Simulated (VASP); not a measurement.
# Te (P-1) in VASP: single point with PBEsol

Aim: the single point of Te with PBEsol.

Everything below comes from runs of VASP 6.6.1. Logs are shortened: lines on timing, memory, paths and dates and some standing lists are left out, and cuts for length are marked.

### Step 1. The cell of the first run

The typed cell holds 1 atom: a = 3.166 Å, b = 3.162 Å, c = 3.135 Å, α = 90.10°, β = 89.94°, γ = 90.21°.

This isn't the form of Te at room conditions, which is trigonal, of chains.

### Step 2. Single point, PBEsol, non-collinear spin, zero start, spin-orbit coupling (the cell strained at random)

The input, INCAR:

```
PREC = Accurate ; ENCUT = 520
EDIFF = 1E-6 ; ISMEAR = 0
SIGMA = 0.15 ; LREAL = F
LASPH = T ; NELM = 150
ALGO = Normal ; ISIF = 2
LWAVE = F ; LCHARG = F
MAGMOM = 0 0 0 ; LORBIT = 11
LSORBIT = T ; GGA_COMPAT = F
LORBMOM = T ; GGA = PS
NBANDS = 17
```

The input, KPOINTS:

```
Automatic mesh
0
Gamma
  7 7 7
```

The input, POSCAR:

```
Te
1.0
    2.2420033030      1.2875040723      1.8265867358
   -2.2404646620      1.2894752690      1.8206197203
    0.0027023259     -2.5613025478      1.8081023337
Te
1
Direct
    0.5180340000      0.4711640000      0.5065450000
```

Potentials or basis: VASP PAW PBE potentials, release 64 (Te).

On the command line:

```bash
$ cat potpaw_PBE.64/Te/POTCAR > POTCAR
$ mpirun -np 1 vasp_ncl > vasp.out
```

OUTCAR:

```text
PREC = Accurate
   ENCUT = 520
   EDIFF = 1E-6
   ISMEAR = 0
   LREAL = F
   LASPH = T
   NELM = 150
   ISIF = 2
   LORBIT = 11
   LSORBIT = T
   GGA = PS

 ion  position               nearest neighbor table
   1  0.518  0.471  0.507-

  LATTYP: Found a triclinic cell.
 ALAT       =     3.1618166514
 B/A-ratio  =     1.0011786549
 C/A-ratio  =     0.9915835157
 COS(alpha) =     0.0011110646
 COS(beta)  =     0.0017072619
 COS(gamma) =     0.0037371541

  Lattice vectors:

 A1 = (   2.2404646620,  -1.2894752690,  -1.8206197203)
 A2 = (   2.2420033030,   1.2875040723,   1.8265867358)
 A3 = (   0.0027023259,  -2.5613025478,   1.8081023337)

Analysis of symmetry for initial positions (statically):
=====================================================================
 Subroutine PRICEL returns:
 Original cell was already a primitive cell.

 Routine SETGRP: Setting up the symmetry group for a
 triclinic supercell.

 Subroutine GETGRP returns: Found  2 space group operations
 (whereof  1 operations were pure point group operations)
 out of a pool of  2 trial point group operations.

The static configuration has the point symmetry C_1 .
 The point group associated with its full space group is S_2 .

Analysis of symmetry for dynamics (positions and initial velocities):
=====================================================================
 Subroutine PRICEL returns:
 Original cell was already a primitive cell.

 Routine SETGRP: Setting up the symmetry group for a
 triclinic supercell.

 Subroutine GETGRP returns: Found  2 space group operations
 (whereof  1 operations were pure point group operations)
 out of a pool of  2 trial point group operations.

The dynamic configuration has the point symmetry C_1 .
 The point group associated with its full space group is S_2 .

Analysis of structural, dynamic, and magnetic symmetry:
=====================================================================
 Subroutine PRICEL returns:
 Original cell was already a primitive cell.

 Routine SETGRP: Setting up the symmetry group for a
 triclinic supercell.

 Subroutine GETGRP returns: Found  2 space group operations
 (whereof  1 operations were pure point group operations)
 out of a pool of  2 trial point group operations.

The overall configuration has the point symmetry C_1 .
 The point group associated with its full space group is S_2 .

 Subroutine INISYM returns: Found  2 space group operations
 (whereof  1 operations are pure point group operations),
 and found     1 'primitive' translations

----------------------------------------------------------------------------------------

                                     Primitive cell

  volume of cell :      31.3796

  direct lattice vectors                    reciprocal lattice vectors
     2.242003303  1.287504072  1.826586736     0.222904936  0.129253180  0.182762962
    -2.240464662  1.289475269  1.820619720    -0.223278402  0.129027749  0.183110473
     0.002702326 -2.561302548  1.808102334    -0.000359569 -0.260495549  0.184056540

  length of vectors
     3.165543342  3.161816651  3.135205271     0.315903934  0.316276541  0.318959041

  position of ions in fractional coordinates (direct lattice)
     0.518034000  0.471164000  0.506545000

  ion indices of the primitive-cell ions
   primitive index   ion index
                 1           1

----------------------------------------------------------------------------------------

 KPOINTS: Automatic mesh

Automatic generation of k-mesh.
 Grid dimensions read from file:
 generate k-points for:    7    7    7

 Generating k-lattice:

  Cartesian coordinates                     Fractional coordinates (reciprocal lattice)
     0.031843562  0.018464740  0.026108995     0.142857143  0.000000000  0.000000000
    -0.031896915  0.018432536  0.026158639     0.000000000  0.142857143  0.000000000
    -0.000051367 -0.037213650  0.026293791    -0.000000000 -0.000000000  0.142857143

  Length of vectors
     0.045129133  0.045182363  0.045565577

[... 53 lines left out ...]
   EDIFF  = 0.1E-05   stopping-criterion for ELM
   LREAL  =      F    real-space projection
   EDIFFG = 0.1E-04   stopping-criterion for IOM
   NSW    =      0    number of steps for IOM
   IBRION =     -1    ionic relax: 0-MD 1-quasi-New 2-CG
   NFREE  =      0    steps in history (QN), initial steepest desc. (CG)
   ISIF   =      2    stress and relaxation
   ISYM   =      2    0-nonsym 1-usesym 2-fastsym
   POTIM  = 0.5000    time-step for ionic-motion
   TEBEG  =    0.0;   TEEND  =   0.0 temperature during run
   PSTRESS=    0.0 pullay stress
   NELECT =       6.0000    total number of electrons
   NUPDOWN=      -1.0000    fix difference up-down
   EMIN   =  10.00;   EMAX   =-10.00  energy-range for DOS
   EFERMI =   0.00;   METHOD = LEGACY
   ISMEAR =     0;   SIGMA  =   0.15  broadening in eV -4-tet -1-fermi 0-gaus
   EFERMI_NEDOS =   21; number of points for ismear=-14 and -15
   IALGO  =     38    algorithm
   IMIX   =      4    mixing-type and parameters
     AMIX     =   0.40;   BMIX     =  1.00
     AMIX_MAG =   1.60;   BMIX_MAG =  1.00
  volume/ion in A,a.u.               =      31.38       211.76
  Fermi-wavevector in a.u.,A,eV,Ry     =   0.943140  1.782277 12.102565  0.889513
  Thomas-Fermi vector in A             =   2.070818
   LORBIT       =     11    0 simple, 1 ext, 2 COOP (PROOUT), +10 PAW based schemes
   GGA     = PS    functional components
   LHFCALC =     F    Hartree Fock is set to
   AEXX    =    0.0000 exact exchange contribution
   IVDW    =     0    specifies the selected vdW correction
   LEPSILON=     F    determine dielectric tensor
   LRPA    =     F    only Hartree local field effects (RPA)
 Gauss-broadening in eV      SIGMA  =   0.15
  energy-cutoff  :      520.00
  volume of cell :       31.38
 maximum number of plane-waves:      1734
   NGX = 11   NGY = 11   NGZ = 11

 number of electron       6.0000000 magnetization       0.0000007      0.0000011      0.0000009

 number of electron       6.0000000 magnetization       0.0000000      0.0000001     -0.0000000

 number of electron       6.0000000 magnetization      -0.0000009     -0.0000015     -0.0000011

 Free energy of the ion-electron system (eV)
  ---------------------------------------------------
  ext. energy  EPLUGINS =         0.00000000
  ---------------------------------------------------
  free energy    TOTEN  =        -3.59904336 eV

  energy without entropy =       -3.59471989  energy(sigma->0) =       -3.59688163

 E-fermi :   6.8458     XC(G=0):  -9.6056

 val. band max:        6.7732938608   @ k =  -0.0000  -0.2857   0.1429
 cond. band min:       7.2081822438   @ k =   0.1429   0.1429   0.2857
 fundamental gap:      0.4348883830
 Fermi energy:         6.8458065742

 k-point     1 :       0.0000    0.0000    0.0000
  band No.  band energies     occupation
      1      -7.0880      1.00000
      2      -7.0880      1.00000
      3       7.3505      0.00000
      4       7.3505      0.00000
      5       8.3509      0.00000
      6       8.3509      0.00000
[... 457 lines left out ...]
      4       1.6896      1.00000
      5       4.4047      1.00000
      6       4.4047      1.00000
[... 9 lines left out ...]
     16      18.8509      0.00000
     17      21.0504      0.00000

 [... further k-points ...]

------------------------ aborting loop because EDIFF is reached ----------------------------------------

  FORCE on cell =-STRESS in cart. coord.  units (eV):
  Direction    XX          YY          ZZ          XY          YZ          ZX
  --------------------------------------------------------------------------------------
  -------------------------------------------------------------------------------------
  Total       -0.0018349      0.0034013      0.0059733     -0.0009216      0.0033973     -0.0025856
  in kB       -0.0936841      0.1736614      0.3049834     -0.0470558      0.1734611     -0.1320169
  external PRESSURE =       0.1283203 kB  Pullay stress =       0.0000000 kB

 VOLUME and BASIS-vectors are now :
 -----------------------------------------------------------------------------
  energy-cutoff  :      520.00
  volume of cell :       31.38
      direct lattice vectors                 reciprocal lattice vectors
     2.242003303  1.287504072  1.826586736     0.222904936  0.129253180  0.182762962
    -2.240464662  1.289475269  1.820619720    -0.223278402  0.129027749  0.183110473
     0.002702326 -2.561302548  1.808102334    -0.000359569 -0.260495549  0.184056540

 POSITION                                       TOTAL-FORCE (eV/Angst)
 -----------------------------------------------------------------------------------
      0.10718     -0.02289      2.71993        -0.000000      0.000000      0.000000
 -----------------------------------------------------------------------------------
    total drift:                                0.000000      0.000001     -0.000000

  FREE ENERGIE OF THE ION-ELECTRON SYSTEM (eV)
  ---------------------------------------------------
  free  energy   TOTEN  =        -3.5990433612 eV

  energy  without entropy=       -3.5947198921  energy(sigma->0) =       -3.59688163

 orbital moment (x)

 # of ion     p       d       tot
 ----------------------------------------
  1        -0.000   0.000  -0.000
 ----------------------------------------
           -0.000   0.000  -0.000

 orbital moment (y)

 # of ion     p       d       tot
 ----------------------------------------
  1        -0.000  -0.000  -0.000
 ----------------------------------------
           -0.000  -0.000  -0.000

 orbital moment (z)

 # of ion     p       d       tot
 ----------------------------------------
  1        -0.000  -0.000  -0.000
 ----------------------------------------
           -0.000  -0.000  -0.000

 Spin-Orbit-Coupling matrix elements

 Ion:    1  E_soc:     -0.2444908
 l=   1
     0.0000000    -0.0404208    -0.0406222
    -0.0404208     0.0000000    -0.0407707
    -0.0406222    -0.0407707     0.0000000
 l=   2
     0.0000000    -0.0000342     0.0000000    -0.0000335    -0.0001015
    -0.0000342     0.0000000    -0.0000766    -0.0000422    -0.0000343
     0.0000000    -0.0000766     0.0000000    -0.0000758     0.0000000
    -0.0000335    -0.0000422    -0.0000758     0.0000000    -0.0000336
    -0.0001015    -0.0000343     0.0000000    -0.0000336     0.0000000
 l=   3
     0.0000000     0.0000000     0.0000000     0.0000000     0.0000000     0.0000000     0.0000000
     0.0000000     0.0000000     0.0000000     0.0000000     0.0000000     0.0000000     0.0000000
     0.0000000     0.0000000     0.0000000     0.0000000     0.0000000     0.0000000     0.0000000
     0.0000000     0.0000000     0.0000000     0.0000000     0.0000000     0.0000000     0.0000000
     0.0000000     0.0000000     0.0000000     0.0000000     0.0000000     0.0000000     0.0000000
     0.0000000     0.0000000     0.0000000     0.0000000     0.0000000     0.0000000     0.0000000
     0.0000000     0.0000000     0.0000000     0.0000000     0.0000000     0.0000000     0.0000000

 total charge

# of ion       s       p       d       tot
------------------------------------------
    1        1.441   1.783   0.047   3.271

 magnetization (x)

# of ion       s       p       d       tot
------------------------------------------
    1        0.000   0.000  -0.000   0.000

 magnetization (y)

# of ion       s       p       d       tot
------------------------------------------
    1        0.000   0.000  -0.000   0.000

 magnetization (z)

# of ion       s       p       d       tot
------------------------------------------
    1        0.000   0.000  -0.000   0.000
```

Wall time 2.2 min (1 thread of Intel Xeon 8259CL, shared host); peak memory 0.28 GiB.

Results:

```yaml
Free_energy: -3.5990 eV
Pressure: 0.0 GPa
Net_moment: 0.00 μB per cell
Valence_electrons_inside_the_program's_atomic_spheres: Te 3.27
```

Moments on the atoms (μB; x, y, z):
```
Te  0.00 0.00 0.00
```

Caveat: the cell differs from its parent crystal (the cell strained at random); the PAW data sets were made with another functional, which shifts forces and pressure a little.
